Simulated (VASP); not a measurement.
The system is Sr.

```xyz
1
Lattice="0.0000 3.0423 3.0423 3.0423 0.0000 3.0423 3.0423 3.0423 0.0000" Properties=species:S:1:pos:R:3 pbc="T T T"
Sr    0.0000    0.0000    0.0000
```

```yaml
Program: VASP 6.6.1
Task: relaxation of cell and atoms
Functional: PBEsol
Potentials_or_basis: VASP PAW PBE potentials, release 64 (Sr_sv)
Cutoff: 600 eV
k_mesh: 6 × 6 × 6
Occupations: fermi-dirac, width 0.05 eV
Spin: no spin polarisation
```

At the start: pressure -0.8 GPa; volume 56.32 Å³/atom.

How do energy, volume and symmetry change on relaxing?

Over 3 steps the energy falls by 11.5 meV/atom and the volume is 52.35 Å³/atom (-7.0 %); space group Fm-3m (No. 225, to 0.05 Å).

The path:
```tsv
step	energy change (eV)	largest force (eV/Å)	pressure (GPa)	volume (Å³)
1	0.0000	0.0000	-0.84	56.32
2	-0.0093	0.0000	-0.39	53.94
3	-0.0115	0.0000	-0.03	52.35
```

Final structure:
```cif
data_structure
_symmetry_space_group_name_H-M 'P 1'
_symmetry_Int_Tables_number 1
_cell_length_a 4.1990
_cell_length_b 4.1990
_cell_length_c 4.1990
_cell_angle_alpha 60.000
_cell_angle_beta 60.000
_cell_angle_gamma 60.000
_cell_volume 52.35
loop_
_atom_site_label
_atom_site_type_symbol
_atom_site_fract_x
_atom_site_fract_y
_atom_site_fract_z
_atom_site_occupancy
Sr1 Sr 0.00000 0.00000 0.00000 1
```

Caveat: the PAW data sets were made with another functional, which shifts forces and pressure a little.
